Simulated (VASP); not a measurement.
**H11NO4: single point with PBE+D3(BJ)**

The system is H11NO4.

```xyz
16
Lattice="5.4175 0.0000 0.0000 0.0000 5.4175 0.0000 0.0000 0.0000 5.4175" Properties=species:S:1:pos:R:3 pbc="T T T"
O     4.8095    3.3637    1.4746
O     5.6800    6.1426    5.9176
O     3.0896    2.7362    4.5060
O     5.1656    1.1183    3.1616
H     3.8914    3.5581    1.7606
H     4.8434    2.5840    0.9163
H     5.2638    5.4841    6.5590
H     5.0324    5.9748    5.0594
H     2.7422    2.8268    3.5838
H     3.7449    3.4200    4.4125
H     5.8334    1.7385    3.2201
H     4.3949    1.6616    2.6699
H     1.9160    4.9814    4.2160
H     2.8513    5.8883    3.1629
H     1.4890    5.4183    2.5563
N     2.2574    5.0859    3.2520
```

```json
{"Program": "VASP 6.6.1", "Task": "single point", "Functional": "PBE", "Dispersion": "D3(BJ)", "Potentials or basis": "VASP PAW PBE potentials, release 64 (O, H, N)", "Cutoff": "520 eV", "k mesh": "1 × 1 × 1", "Occupations": "fermi-dirac, width 0.02 eV", "Spin": "no spin polarisation", "Dipole correction": "no", "Further INCAR settings": "LREAL = Auto; ALGO = Normal; EDIFF = 1e-07; NBANDS = 34"}
```

| Item | Value |
| --- | --- |
| Pressure | -0.2 GPa |
| Largest force | 5.566 eV/Å |
| Dispersion energy per atom | -0.035 eV |

Forces on the atoms (eV/Å):
```
O   -0.337  1.198  1.133
O   -2.881 -1.781 -2.253
O   -0.685 -0.881 -0.697
O   -5.346 -0.843 -1.298
H    0.110 -0.026 -0.409
H   -0.055 -0.934 -0.621
H    0.846  0.787 -0.796
H    2.444  0.798  2.423
H   -0.456  0.023  0.626
H    0.990  0.926  0.425
H    2.503  2.509  0.205
H    2.706 -1.431  1.579
H   -0.223  0.524 -0.539
H    0.880  0.376  0.740
H    1.014 -1.327  1.922
N   -1.509  0.082 -2.440
```

Stress tensor (GPa, compression positive):
```
-0.05  3.45 -3.01
 3.45  2.31  1.96
-3.01  1.96 -2.97
```

Levels at points of the mesh, in eV from the Fermi level:
```tsv
k point	band 17	band 18	band 19	band 20	band 21	band 22	band 23	band 24
(0.00, 0.00, 0.00)	-2.02	-1.54	-1.27	-0.50	2.83	6.06	6.89	7.46
```

Wall time 26 s on 1 thread of Intel Xeon 8259CL (shared host), peak memory 0.25 GiB.

Caveat: the k points lie up to 1.16 Å⁻¹ apart; the atoms stand as in a frame of molecular dynamics.
